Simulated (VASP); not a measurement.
Te2Mo, 9 atoms in the cell. The cell holds a slab with vacuum, 9 atoms: a = 3.471 Å, b = 3.471 Å, c = 30.207 Å, α = 90.00°, β = 90.00°, γ = 120.00°.  This cell differs from its parent crystal: atoms displaced along a vibrational mode.

* Program: VASP 6.6.1
* Task: single point
* Functional: LDA
* Potentials or basis: VASP PAW LDA potentials, release 64 (Te, Mo_sv)
* Cutoff: 520 eV
* k mesh: 12 × 12 × 1
* Occupations: gaussian, width 0.05 eV
* Spin: no spin polarisation
* Dipole correction: no
* Further INCAR settings: ALGO = Normal; EDIFF = 1e-07; NBANDS = 49

Potentials or basis: VASP PAW LDA potentials, release 64 (Te, Mo_sv).

Launch:

```sh
$ cat potpaw_LDA.64/Te/POTCAR potpaw_LDA.64/Mo_sv/POTCAR > POTCAR
$ mpirun -np 4 vasp_std > vasp.out
```

Hardware: 4 MPI ranks on Intel(R) Xeon(R) Platinum 8259CL CPU @ 2.50GHz (Skylake/Cascade Lake), on a shared host.

**Question.** Estimate the wall time of this run.

**Answer.** It took 12 min on 4 MPI ranks on Intel(R) Xeon(R) Platinum 8259CL CPU @ 2.50GHz (Skylake/Cascade Lake) (shared host), peak memory 0.97 GiB a rank. Counts: scf iterations 27, k points 74.
